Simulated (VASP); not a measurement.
Set up this calculation in VASP 6.6.1, as the native input.

```
Task                   : single point
Functional             : PBE
Potentials or basis    : VASP PAW PBE potentials, release 64 (Na_pv, I)
Cutoff                 : 520 eV
k mesh                 : 6 × 6 × 6
Occupations            : fermi-dirac, width 0.02 eV
Spin                   : no spin polarisation
Dipole correction      : no
Further INCAR settings : ALGO = Normal; EDIFF = 1e-07; NBANDS = 14
```

The structure of NaI lies in POSCAR:

```
NaI
1.0
    4.1556919904      0.0000000000      0.0000000000
    0.0000000000      4.1556919904      0.0000000000
    0.0000000000      0.0000000000      4.1556919904
Na I
1 1
Direct
    0.0000000000      0.0000000000      0.0000000000
    0.5000000000      0.5000000000      0.5000000000
```

This cell differs from its parent crystal: strain +2.9%.

The input as run:

INCAR

```
SYSTEM = NaI
ALGO = Normal
EDIFF = 1E-7
ENCUT = 520
GGA = PE
ISIF = 2
ISMEAR = -1
LASPH = .True.
LCHARG = .False.
LREAL = .False.
LWAVE = .False.
NBANDS = 14
NELM = 100
PREC = Accurate
SIGMA = 0.02
```

KPOINTS

```
k-points
0
Gamma
  6 6 6
  0 0 0
```

Potentials or basis: VASP PAW PBE potentials, release 64 (Na_pv, I).

Command:

```sh
$ cat potpaw_PBE.64/Na_pv/POTCAR potpaw_PBE.64/I/POTCAR > POTCAR
$ mpirun -np 1 vasp_std > vasp.out
```

It gave:

```json
{
 "Pressure": "-0.9 GPa",
 "Band gap on the k mesh": "2.18 eV (least direct gap 2.74 eV)"
}
```

Caveat: the cell differs from its parent crystal (strain +2.9%); spin-orbit coupling is left out, which moves the levels of the heavy elements.

It took 14 s on 1 thread of AMD EPYC 7R43 64-Core Processor (Zen 3), with other jobs on the host, peak memory 0.14 GiB.
